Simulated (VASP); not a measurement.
Here is a VASP 6.6.1 calculation.

INCAR

```
ALGO = Normal
EDIFF = 1E-7
ENCUT = 520
GGA = PE
ISIF = 2
ISMEAR = -1
LASPH = T
LCHARG = F
LREAL = F
LWAVE = F
NBANDS = 28
NELM = 60
PREC = Accurate
SIGMA = 0.02
```

KPOINTS

```
k-points
0
Gamma
  6 6 6
```

File POSCAR:

```
BaTiO3
1.0
    3.9720350377      0.0000000000      0.0000000000
    0.0000000000      3.9720350377      0.0000000000
    0.0000000000      0.0000000000      4.1130046808
Ba Ti O
1 1 3
Direct
    0.5000000000      0.5000000000      0.5850405720
    0.0000000000      0.0000000000      0.1031610780
    0.0000000000      0.5000000000      0.0629129854
    0.5000000000      0.0000000000      0.0629129854
    0.0000000000      0.0000000000      0.5459693693
```

Potentials or basis: VASP PAW PBE potentials, release 64 (Ba_sv, Ti_sv, O).

Run with:

```bash
$ cat potpaw_PBE.64/Ba_sv/POTCAR potpaw_PBE.64/Ti_sv/POTCAR potpaw_PBE.64/O/POTCAR > POTCAR
$ mpirun -np 1 vasp_std > vasp.out
```

Task: Predict the largest force.

Result: 0.202 eV/Å.

Task: Estimate the pressure.

Result: 4.9 GPa.

Stress tensor (GPa, compression positive):
```
4.86 0.00 0.00
0.00 4.86 0.00
0.00 0.00 5.05
```
